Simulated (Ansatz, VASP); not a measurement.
## Mg in VASP and in Ansatz

INCAR

```
SYSTEM = Mg
ALGO = Normal ; EDIFF = 1E-6
ENCUT = 520 ; GGA = RP
ISIF = 2 ; ISMEAR = -1
LASPH = .True. ; LCHARG = .False.
LREAL = .False. ; LWAVE = .False.
NBANDS = 9 ; NELM = 60
PREC = Accurate ; SIGMA = 0.1
```

KPOINTS

```
k-points
0
Gamma
  9 9 9
  0 0 0
```

Contents of POSCAR:

```
Mg
1.0
    0.0000000000      3.5310038032      3.5310038032
    3.5310038032      0.0000000000      3.5310038032
    3.5310038032      3.5310038032      0.0000000000
Mg
2
Direct
    0.1250000000      0.1250000000      0.1250000000
    0.8750000000      0.8750000000      0.8750000000
```

Input for Ansatz:

```yaml
crystal:
  lattice:
    - [0.0, 3.5310038032, 3.5310038032]
    - [3.5310038032, 0.0, 3.5310038032]
    - [3.5310038032, 3.5310038032, 0.0]
  atoms:
    - { symbol: Mg, position: [0.125, 0.125, 0.125] }
    - { symbol: Mg, position: [0.875, 0.875, 0.875] }
hamiltonian:
  xc: rpbe
  pseudopotentials:
    kind: paw
    azcp:
      Mg: "pseudopotentials/Mg.paw.azcp"
basis:
  ecutwfc: 420
  fft_grid_basis: typed
kpoints:
  mp_grid: { grid: [9, 9, 9], shift: [0, 0, 0] }
magnetization:
  spin_polarized: false
scf:
  occupations: { method: fermi_dirac, width: 0.1 }
  lower_state_search: "off"
output:
  stress: true
```

Alike in both runs: task single point; functional RPBE; k mesh 9 × 9 × 9; occupations fermi-dirac, width 0.1 eV; no spin polarisation.

```csv
,VASP,Ansatz
version,VASP 6.6.1,Ansatz 0.2.0
potentials or method,"VASP PAW PBE potentials, release 64 (Mg), cutoff 520 eV","plane waves (420 eV) with PAW, scalar-relativistic"
valence electrons in the cell,4,20
```

Ansatz gave:

| Property | Result |
| --- | --- |
| pressure (GPa) | -0.3 |

Problem. Estimate VASP's values.

Solution. Pressure (GPa): -0.4.

VASP's potentials were made for PBE, not for RPBE. The functional is the same, so the differences come from potentials, cutoffs and numerics. VASP's potentials hold 4 valence electrons a cell and Ansatz's 20, so a difference there can come from the potentials and not from the codes.
